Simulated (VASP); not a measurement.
# Cd4SeS3 (P-43m) in VASP: a series of runs

Runs on Cd4SeS3. Level: PBE. Tasks: single point.

All numbers are computed with VASP 6.6.1; they aren't measurements. Logs are shortened: lines on timing, memory, paths and dates and some standing lists are left out, and cuts for length are marked.

## (1) The cell of the first run

Symmetry: P-43m, No. 215, cubic system. Conventional cell: a = 5.931 Å, b = 5.931 Å, c = 5.931 Å, α = 90.00°, β = 90.00°, γ = 90.00°. Cd (site symmetry 3m) has 3 S at 2.55 Å and 1 Se at 2.63 Å within 3.4 Å. Within 3.5 Å of Se (site symmetry -43m) lie 4 Cd at 2.63 Å. S (site symmetry -42m) has 4 Cd at 2.55 Å within 3.4 Å.

## (2) Single point, PBE (26.09 Å³/atom)

File INCAR:

```
SYSTEM = Cd4SeS3
ALGO = Normal ; EDIFF = 1E-6
ENCUT = 520 ; GGA = PE
ISIF = 2 ; ISMEAR = 0
LASPH = .TRUE. ; LCHARG = .TRUE.
LELF = .TRUE. ; LREAL = .FALSE.
LVHAR = .TRUE. ; LWAVE = .FALSE.
NBANDS = 46 ; NELM = 60
PREC = Accurate ; SIGMA = 0.02
```

File KPOINTS:

```
k-points
0
G
  6 6 6
  0 0 0
```

File POSCAR:

```
Cd4SeS3
1.0
    5.9314451687      0.0000000000      0.0000000000
    0.0000000000      5.9314451687      0.0000000000
    0.0000000000      0.0000000000      5.9314451687
Cd Se S
4 1 3
Direct
    0.2437919497      0.7562080503      0.2437919497
    0.2437919497      0.2437919497      0.7562080503
    0.7562080503      0.7562080503      0.7562080503
    0.7562080503      0.2437919497      0.2437919497
    0.5000000000      0.5000000000      0.5000000000
    0.5000000000      0.0000000000      0.0000000000
    0.0000000000      0.0000000000      0.5000000000
    0.0000000000      0.5000000000      0.0000000000
```

Potentials or basis: VASP PAW PBE potentials, release 64 (Cd, Se, S).

Run with:

```bash
$ cat potpaw_PBE.64/Cd/POTCAR potpaw_PBE.64/Se/POTCAR potpaw_PBE.64/S/POTCAR > POTCAR
$ mpirun -np 1 vasp_std > vasp.out
```

OUTCAR:

```text
SYSTEM = Cd4SeS3
   EDIFF = 1E-6
   ENCUT = 520
   GGA = PE
   ISIF = 2
   ISMEAR = 0
   LASPH = .TRUE.
   LREAL = .FALSE.
   NELM = 60
   PREC = Accurate

 ion  position               nearest neighbor table
   1  0.244  0.756  0.244-   6 2.55   7 2.55   8 2.55   5 2.63
   2  0.244  0.244  0.756-   6 2.55   7 2.55   8 2.55   5 2.63
   3  0.756  0.756  0.756-   6 2.55   7 2.55   8 2.55   5 2.63
   4  0.756  0.244  0.244-   6 2.55   7 2.55   8 2.55   5 2.63
   5  0.500  0.500  0.500-   1 2.63   2 2.63   3 2.63   4 2.63
   6  0.500  0.000  0.000-   1 2.55   2 2.55   3 2.55   4 2.55
   7  0.000  0.000  0.500-   1 2.55   2 2.55   3 2.55   4 2.55
   8  0.000  0.500  0.000-   1 2.55   2 2.55   3 2.55   4 2.55

  LATTYP: Found a simple cubic cell.
 ALAT       =     5.9314451687

  Lattice vectors:

 A1 = (   5.9314451687,   0.0000000000,   0.0000000000)
 A2 = (   0.0000000000,   5.9314451687,   0.0000000000)
 A3 = (   0.0000000000,   0.0000000000,   5.9314451687)

Analysis of symmetry for initial positions (statically):
=====================================================================
 Subroutine PRICEL returns:
 Original cell was already a primitive cell.

 Routine SETGRP: Setting up the symmetry group for a
 simple cubic supercell.

 Subroutine GETGRP returns: Found 24 space group operations
 (whereof 24 operations were pure point group operations)
 out of a pool of 48 trial point group operations.

The static configuration has the point symmetry T_d .

Analysis of symmetry for dynamics (positions and initial velocities):
=====================================================================
 Subroutine PRICEL returns:
 Original cell was already a primitive cell.

 Routine SETGRP: Setting up the symmetry group for a
 simple cubic supercell.

 Subroutine GETGRP returns: Found 24 space group operations
 (whereof 24 operations were pure point group operations)
 out of a pool of 48 trial point group operations.

The dynamic configuration has the point symmetry T_d .

 Subroutine INISYM returns: Found 24 space group operations
 (whereof 24 operations are pure point group operations),
 and found     1 'primitive' translations

----------------------------------------------------------------------------------------

                                     Primitive cell

  volume of cell :     208.6804
[... 100 lines left out ...]
   IBRION =     -1    ionic relax: 0-MD 1-quasi-New 2-CG
   NFREE  =      0    steps in history (QN), initial steepest desc. (CG)
   ISIF   =      2    stress and relaxation
   ISYM   =      2    0-nonsym 1-usesym 2-fastsym
   POTIM  = 0.5000    time-step for ionic-motion
   TEBEG  =    0.0;   TEEND  =   0.0 temperature during run
   PSTRESS=    0.0 pullay stress
   NELECT =      72.0000    total number of electrons
   NUPDOWN=      -1.0000    fix difference up-down
   EMIN   =  10.00;   EMAX   =-10.00  energy-range for DOS
   EFERMI =   0.00;   METHOD = LEGACY
   ISMEAR =     0;   SIGMA  =   0.02  broadening in eV -4-tet -1-fermi 0-gaus
   EFERMI_NEDOS =   21; number of points for ismear=-14 and -15
   IALGO  =     38    algorithm
   IMIX   =      4    mixing-type and parameters
     AMIX     =   0.40;   BMIX     =  1.00
     AMIX_MAG =   1.60;   BMIX_MAG =  1.00
  volume/ion in A,a.u.               =      26.09       176.03
  Fermi-wavevector in a.u.,A,eV,Ry     =   1.148220  2.169821 17.938049  1.318409
  Thomas-Fermi vector in A             =   2.284896
   LORBIT       =      0    0 simple, 1 ext, 2 COOP (PROOUT), +10 PAW based schemes
   GGA     = PE    functional components
   LHFCALC =     F    Hartree Fock is set to
   AEXX    =    0.0000 exact exchange contribution
   IVDW    =     0    specifies the selected vdW correction
   LEPSILON=     F    determine dielectric tensor
   LRPA    =     F    only Hartree local field effects (RPA)
 non-spin polarized calculation
 Gauss-broadening in eV      SIGMA  =   0.02
  energy-cutoff  :      520.00
  volume of cell :      208.68
 maximum number of plane-waves:      5668
 NGX is ok and might be reduce to    48
   NGX = 23   NGY = 23   NGZ = 23

 number of electron      71.9999979 magnetization

 Free energy of the ion-electron system (eV)
  ---------------------------------------------------
  ext. energy  EPLUGINS =         0.00000000
  ---------------------------------------------------
  free energy    TOTEN  =       -23.85668410 eV

  energy without entropy =      -23.85668410  energy(sigma->0) =      -23.85668410

 E-fermi :   1.2147     XC(G=0):  -8.9997

 val. band max:        1.0776270391   @ k =   0.0000   0.0000   0.0000
 cond. band min:       2.0153332178   @ k =   0.0000   0.0000   0.0000
 fundamental gap:      0.9377061787
 Fermi energy:         1.2146618633

 k-point     1 :       0.0000    0.0000    0.0000
  band No.  band energies     occupation
      1     -11.2544      2.00000
      2     -10.7458      2.00000
      3     -10.7289      2.00000
      4     -10.7289      2.00000
      5      -6.6582      2.00000
      6      -6.6582      2.00000
[... 969 lines left out ...]
     45       7.8751      0.00000
     46       7.9203      0.00000

------------------------ aborting loop because EDIFF is reached ----------------------------------------

  FORCE on cell =-STRESS in cart. coord.  units (eV):
  Direction    XX          YY          ZZ          XY          YZ          ZX
  --------------------------------------------------------------------------------------
  -------------------------------------------------------------------------------------
  Total        2.6501877      2.6501877      2.6501877     -0.0000000      0.0000000      0.0000000
  in kB       20.3472469     20.3472469     20.3472469     -0.0000000      0.0000000      0.0000000
  external PRESSURE =      20.3472469 kB  Pullay stress =       0.0000000 kB

 VOLUME and BASIS-vectors are now :
 -----------------------------------------------------------------------------
  energy-cutoff  :      520.00
  volume of cell :      208.68
      direct lattice vectors                 reciprocal lattice vectors
     5.931445169  0.000000000  0.000000000     0.168592977  0.000000000  0.000000000
     0.000000000  5.931445169  0.000000000     0.000000000  0.168592977  0.000000000
     0.000000000  0.000000000  5.931445169     0.000000000  0.000000000  0.168592977

 POSITION                                       TOTAL-FORCE (eV/Angst)
 -----------------------------------------------------------------------------------
      1.44604      4.48541      1.44604         0.007710     -0.007710      0.007710
      1.44604      1.44604      4.48541         0.007710      0.007710     -0.007710
      4.48541      4.48541      4.48541        -0.007710     -0.007710     -0.007710
      4.48541      1.44604      1.44604        -0.007710      0.007710      0.007710
      2.96572      2.96572      2.96572         0.000000     -0.000000      0.000000
      2.96572      0.00000      0.00000        -0.000000     -0.000000      0.000000
      0.00000      0.00000      2.96572         0.000000     -0.000000      0.000000
      0.00000      2.96572      0.00000         0.000000     -0.000000      0.000000
 -----------------------------------------------------------------------------------
    total drift:                               -0.000000     -0.000000     -0.000000

  FREE ENERGIE OF THE ION-ELECTRON SYSTEM (eV)
  ---------------------------------------------------
  free  energy   TOTEN  =       -23.8566840960 eV

  energy  without entropy=      -23.8566840960  energy(sigma->0) =      -23.85668410
```

OSZICAR:

```text
N       E                     dE             d eps       ncg     rms          rms(c)
DAV:   1     0.519845987580E+03    0.51985E+03   -0.34672E+04  1840   0.143E+03
DAV:   2     0.824612494567E+01   -0.51160E+03   -0.49756E+03  2024   0.355E+02
DAV:   3    -0.254273833036E+02   -0.33674E+02   -0.33470E+02  2164   0.883E+01
DAV:   4    -0.258809089450E+02   -0.45353E+00   -0.45301E+00  2086   0.989E+00
DAV:   5    -0.258882156767E+02   -0.73067E-02   -0.73061E-02  2166   0.124E+00    0.148E+01
DAV:   6    -0.239007511705E+02    0.19875E+01   -0.42918E+00  2264   0.150E+01    0.116E+01
DAV:   7    -0.238658804132E+02    0.34871E-01   -0.15639E+00  2022   0.492E+00    0.546E+00
DAV:   8    -0.238607244346E+02    0.51560E-02   -0.21843E-01  2104   0.343E+00    0.747E-01
DAV:   9    -0.238559902546E+02    0.47342E-02   -0.46967E-02  2202   0.186E+00    0.208E-01
DAV:  10    -0.238563349854E+02   -0.34473E-03   -0.34576E-03  2074   0.415E-01    0.159E-01
DAV:  11    -0.238565210181E+02   -0.18603E-03   -0.32254E-04  2058   0.819E-02    0.807E-02
DAV:  12    -0.238566808541E+02   -0.15984E-03   -0.19882E-04  1998   0.656E-02    0.133E-02
DAV:  13    -0.238566837457E+02   -0.28916E-05   -0.21881E-05  2148   0.254E-02    0.110E-02
DAV:  14    -0.238566840960E+02   -0.35034E-06   -0.44382E-06  1704   0.796E-03
   1 F= -.23856684E+02 E0= -.23856684E+02  d E =-.640587E-24
```

stdout:

```text
POSCAR found type information on POSCAR CdSeS
 POSCAR found :  3 types and       8 ions
 scaLAPACK will be used
 LDA part: xc-table for (Slater+PW92), standard interpolation
 POSCAR, INCAR and KPOINTS ok, starting setup
 FFT: planning ... GRIDC
 FFT: planning ... GRID_SOFT
 FFT: planning ... GRID
 WAVECAR not read
 entering main loop
```

Run time: 2.7 min. Hardware: 1 thread of AMD EPYC 7R13 (Zen 3), shared host; peak memory 0.38 GiB.

What came out:

* Free energy: -23.8567 eV
* Pressure: 2.0 GPa
* Largest force: 0.013 eV/Å
* Band gap on the k mesh: 0.94 eV

Forces in eV/Å, atoms in the order of the input:
```
Cd   0.008 -0.008  0.008
Cd   0.008  0.008 -0.008
Cd  -0.008 -0.008 -0.008
Cd  -0.008  0.008  0.008
Se   0.000  0.000  0.000
S    0.000  0.000  0.000
S    0.000  0.000  0.000
S    0.000  0.000  0.000
```

Levels at points of the mesh, in eV from the valence-band top:
| k point | band 33 | band 34 | band 35 | band 36 | band 37 | band 38 | band 39 | band 40 |
| --- | --- | --- | --- | --- | --- | --- | --- | --- |
| (0.00, 0.00, 0.00) | -1.75 | 0.00 | 0.00 | 0.00 | 0.94 | 3.25 | 3.57 | 3.57 |
| (0.50, 0.00, 0.00) | -1.14 | -1.14 | -0.86 | -0.86 | 3.40 | 3.46 | 4.62 | 4.71 |
| (0.50, 0.50, 0.00) | -0.95 | -0.84 | -0.62 | -0.62 | 4.04 | 4.04 | 4.07 | 4.13 |
| (0.50, 0.50, 0.50) | -0.83 | -0.52 | -0.52 | -0.52 | 2.76 | 2.76 | 2.76 | 2.97 |

## (3) Single point, PBE

This run uses another cell than the first one, of 26.89 Å³/atom.

File INCAR:

```
SYSTEM = Cd4SeS3
ALGO = Normal
EDIFF = 1E-7
ENCUT = 520
GGA = PE
ISIF = 2
ISMEAR = 0
LASPH = .True.
LCHARG = .False.
LREAL = .False.
LWAVE = .False.
NBANDS = 46
NELM = 60
PREC = Accurate
SIGMA = 0.02
```

File KPOINTS:

```
k-points
0
Gamma
  6 6 6
  0 0 0
```

File POSCAR:

```
Cd4SeS3
1.0
    5.9919743000      0.0000000000      0.0000000000
    0.0000000000      5.9919743000      0.0000000000
    0.0000000000      0.0000000000      5.9919743000
Cd Se S
4 1 3
Direct
    0.2442710000      0.7557290000      0.2442710000
    0.2442710000      0.2442710000      0.7557290000
    0.7557290000      0.7557290000      0.7557290000
    0.7557290000      0.2442710000      0.2442710000
    0.5000000000      0.5000000000      0.5000000000
    0.5000000000      0.0000000000      0.0000000000
    0.0000000000      0.0000000000      0.5000000000
    0.0000000000      0.5000000000      0.0000000000
```

Potentials or basis: VASP PAW PBE potentials, release 64 (Cd, Se, S).

Run with:

```bash
$ cat potpaw_PBE.64/Cd/POTCAR potpaw_PBE.64/Se/POTCAR potpaw_PBE.64/S/POTCAR > POTCAR
$ mpirun -np 1 vasp_std > vasp.out
```

It took 3.2 min on 1 thread of AMD EPYC 7R13 (Zen 3), shared host; peak memory 0.39 GiB.

It converged, with:

```
Free energy            : -23.9038 eV
Pressure               : 0.3 GPa
Largest force          : 0.017 eV/Å
Band gap on the k mesh : 0.88 eV
```

Forces in eV/Å, atoms in the order of the input:
```
Cd  -0.010  0.010 -0.010
Cd  -0.010 -0.010  0.010
Cd   0.010  0.010  0.010
Cd   0.010 -0.010 -0.010
Se   0.000  0.000  0.000
S    0.000  0.000  0.000
S    0.000  0.000  0.000
S    0.000  0.000  0.000
```

Levels at points of the mesh, in eV from the valence-band top:
| k point | band 32 | band 33 | band 34 | band 35 | band 36 | band 37 | band 38 | band 39 | band 40 | band 41 |
| --- | --- | --- | --- | --- | --- | --- | --- | --- | --- | --- |
| (0.00, 0.00, 0.00) | -1.66 | -1.66 | 0.00 | 0.00 | 0.00 | 0.88 | 3.32 | 3.61 | 3.61 | 4.11 |
| (0.50, 0.00, 0.00) | -1.95 | -1.07 | -1.07 | -0.81 | -0.81 | 3.34 | 3.37 | 4.64 | 4.70 | 5.09 |
| (0.50, 0.50, 0.00) | -1.73 | -0.89 | -0.79 | -0.59 | -0.59 | 3.95 | 3.95 | 3.97 | 4.02 | 5.78 |
| (0.50, 0.50, 0.50) | -0.78 | -0.78 | -0.50 | -0.50 | -0.50 | 2.71 | 2.71 | 2.71 | 2.91 | 6.79 |
